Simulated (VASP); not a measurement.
The system is BeTe.

```
Te Be
1.0
     0.00000    2.77000    2.77000
     2.77000    0.00000    2.77000
     2.77000    2.77000    0.00000
Te Be
1 1
Direct
  0.75000 0.75000 0.75000
  0.00000 0.00000 0.00000
```

Program: VASP 6.6.1. Alike in all runs: task single point; no spin polarisation; cell as given; cutoff (eV) 520.

Question: Order these runs on this cell by their pressure, lowest first.
A. level PBE exchange alone; potentials or basis VASP PAW PBE potentials, release 64 (Te, Be); k mesh 8 × 8 × 8; smearing fermi-dirac 0.05 eV
B. level r2SCAN; potentials or basis VASP PAW PBE potentials, release 64 (Te, Be); k mesh 8 × 8 × 8; smearing fermi-dirac 0.05 eV
C. level RPBE; potentials or basis VASP PAW PBE potentials, release 64 (Te, Be); k mesh 8 × 8 × 8; smearing fermi-dirac 0.05 eV
D. level LDA; potentials or basis VASP PAW LDA potentials, release 64 (Te, Be); k mesh 8 × 8 × 8; smearing gaussian 0.02 eV
E. level PBEsol; potentials or basis VASP PAW PBE potentials, release 64 (Te, Be); k mesh 6 × 6 × 6; smearing fermi-dirac 0.05 eV

Answer: D (0.8 GPa), E (2.6 GPa), B (4.5 GPa), C (6.1 GPa), A (12.8 GPa).

Caveats: the PAW data sets were made with another functional, which shifts forces and pressure a little (some runs).
